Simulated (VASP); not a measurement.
Input of a VASP 6.6.1 run:

Contents of INCAR:

```
PREC = Accurate ; ENCUT = 520
EDIFF = 1E-6 ; ISMEAR = -1
SIGMA = 0.05 ; LREAL = F
LASPH = T ; NELM = 150
ALGO = Normal ; ISIF = 2
LWAVE = F ; LCHARG = F
ISPIN = 2 ; MAGMOM = 1
LORBIT = 11 ; LMAXMIX = 4
GGA = RE ; NBANDS = 14
```

The input KPOINTS:

```
regular mesh
0
Gamma
  23 23 23
```

Contents of POSCAR:

```
Ir
1.0
    0.0000000000      2.0160963203      2.0160963203
    2.0160963203      0.0000000000      2.0160963203
    2.0160963203      2.0160963203      0.0000000000
Ir
1
Direct
    0.0000000000      0.0000000000      0.0000000000
```

Potentials or basis: VASP PAW PBE potentials, release 64 (Ir).

Command:

```bash
$ cat potpaw_PBE.64/Ir/POTCAR > POTCAR
$ mpirun -np 1 vasp_std > vasp.out
```

Question: Estimate the net moment.

Answer: 0.00 μB per cell.

Question: Estimate the pressure.

Answer: -28.4 GPa.

Caveat: the cell stands under tension; the PAW data sets were made with another functional, which shifts forces and pressure a little.
